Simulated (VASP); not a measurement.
Here is a VASP 6.6.1 calculation.

The input INCAR:

```
PREC     = Accurate       # precision mode
ENCUT    = 520            # plane-wave cutoff, eV
EDIFF    = 1E-6           # SCF threshold, eV
ISMEAR   = 0              # smearing method
SIGMA    = 0.1            # smearing width, eV
LREAL    = False          # projectors in reciprocal space
LASPH    = True           # aspherical terms in the spheres
NELM     = 60             # most SCF steps
ALGO     = Normal         # electronic algorithm
ISIF     = 2              # what is computed and relaxed
LWAVE    = False          # write WAVECAR
LCHARG   = False          # write CHGCAR
GGA      = PE             # functional
NBANDS   = 20             # bands
```

Contents of KPOINTS:

```
regular mesh
0
Gamma
  12 12 6
```

The input POSCAR:

```
SiB6
1.0
    3.6640049042      0.0000000000      0.0000000000
   -1.8320024521      3.1731213266      0.0000000000
    0.0000000000      0.0000000000      6.9394130890
Si B
1 6
Direct
    0.0000000000      0.0000000000      0.5000000000
    0.3333333333      0.6666666667      0.0000000000
    0.6666666667      0.3333333333      0.0000000000
    0.5000000000      0.0000000000      0.5000000000
    0.0000000000      0.5000000000      0.5000000000
    0.5000000000      0.5000000000      0.5000000000
    0.0000000000      0.0000000000      0.0000000000
```

Potentials or basis: VASP PAW PBE potentials, release 64 (Si, B).

The run is started by

```console
$ cat potpaw_PBE.64/Si/POTCAR potpaw_PBE.64/B/POTCAR > POTCAR
$ mpirun -np 1 vasp_std > vasp.out
```

Q: Predict the band gap on the k mesh.

A: Zero (band 11 reaches 5.38 eV, above the bottom of band 12 at 3.39 eV).

Q: Estimate the pressure.

A: -0.2 GPa.

Stress tensor (GPa, compression positive):
```
-0.24  0.00  0.00
 0.00 -0.24  0.00
 0.00  0.00 -0.05
```
